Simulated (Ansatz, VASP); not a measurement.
Two plane-wave programs on BaTiO3

The input INCAR:

```
SYSTEM = BaTiO3
PREC = Accurate
ENCUT = 520
EDIFF = 1E-6
ISMEAR = 0
SIGMA = 0.05
LREAL = .FALSE.
LASPH = .TRUE.
NELM = 150
ALGO = Normal
ISIF = 2
LWAVE = .FALSE.
LCHARG = .FALSE.
LMAXMIX = 4
LDAU = .TRUE.
LDAUTYPE = 2
LDAUL = -1 2 -1
LDAUU = 0 4 0
LDAUJ = 0 0 0
LDAUPRINT = 1
GGA = PE
NBANDS = 28
```

File KPOINTS:

```
Automatic mesh
0
G
  8 8 8
  0 0 0
```

The input POSCAR:

```
BaTiO3
1.0
    4.0961333662      0.0000000000      0.0000000000
    0.0000000000      4.0961333662      0.0000000000
    0.0000000000      0.0000000000      4.0961333662
Ba Ti O
1 1 3
Direct
    0.5002289314      0.5000000000      0.5000000000
    0.0084728830      0.0000000000      0.0000000000
    0.4862243621      0.0000000000      0.0000000000
   -0.0067695954      0.5000000000      0.0000000000
   -0.0067695954      0.0000000000      0.5000000000
```

Input for Ansatz:

```yaml
crystal:
  lattice:
    - [4.0961333662, 0.0, 0.0]
    - [0.0, 4.0961333662, 0.0]
    - [0.0, 0.0, 4.0961333662]
  atoms:
    - { symbol: Ba, position: [0.5002289314, 0.5, 0.5] }
    - { symbol: Ti, position: [0.008472883, 0.0, 0.0] }
    - { symbol: O, position: [0.4862243621, 0.0, 0.0] }
    - { symbol: O, position: [-0.0067695954, 0.5, 0.0] }
    - { symbol: O, position: [-0.0067695954, 0.0, 0.5] }
basis:
  ecutwfc: 520.0
kpoints:
  mp_grid: { grid: [8, 8, 8] }
hamiltonian:
  xc: pbe
  pseudopotentials: { kind: paw, azcp: { folder: soft_1 } }
  hubbard: { sites: [{ species: Ti, l: d, u_eff: 4.0 }] }
scf:
  occupations: { method: gaussian, width: 0.05 }
output:
  forces: true
  stress: true
  eigenvalues: true
```

Change from the starting cell: mode 1 frozen in at -0.056 Å, equal normal strain along x, y and z +0.0167.

Alike in both runs: task single point; functional PBE; k mesh 8 × 8 × 8; occupations gaussian, width 0.05 eV; no spin polarisation; Hubbard terms Ti d U = 4.0 eV.

|  | VASP | Ansatz |
| --- | --- | --- |
| version | VASP 6.6.1 | Ansatz 0.2.0 |
| potentials or method | VASP PAW PBE potentials, release 64 (Ba_sv, Ti_sv, O), cutoff 520 eV | scalar-relativistic, plane waves, PAW |
| valence electrons in the cell | 40 | 40 |

```tsv
	VASP	Ansatz	Ansatz less VASP
gap on the k mesh at the Fermi level (eV)	2.07	2.11	+0.036
least direct gap on the mesh (eV)	2.37	2.38	+0.005
pressure (GPa)	-3.8	-6.7	-2.90
traceless stress, the component that is largest in VASP (GPa)	0.67	0.51	-0.157
rms of the force components (eV/Å)	0.011	0.097	+0.0859
```

The programs project onto different local orbitals, so the same U acts differently, and such runs can settle in different states. Atom by atom the forces differ by 0.099 eV/Å (rms over components).

Spin-orbit coupling is off throughout.
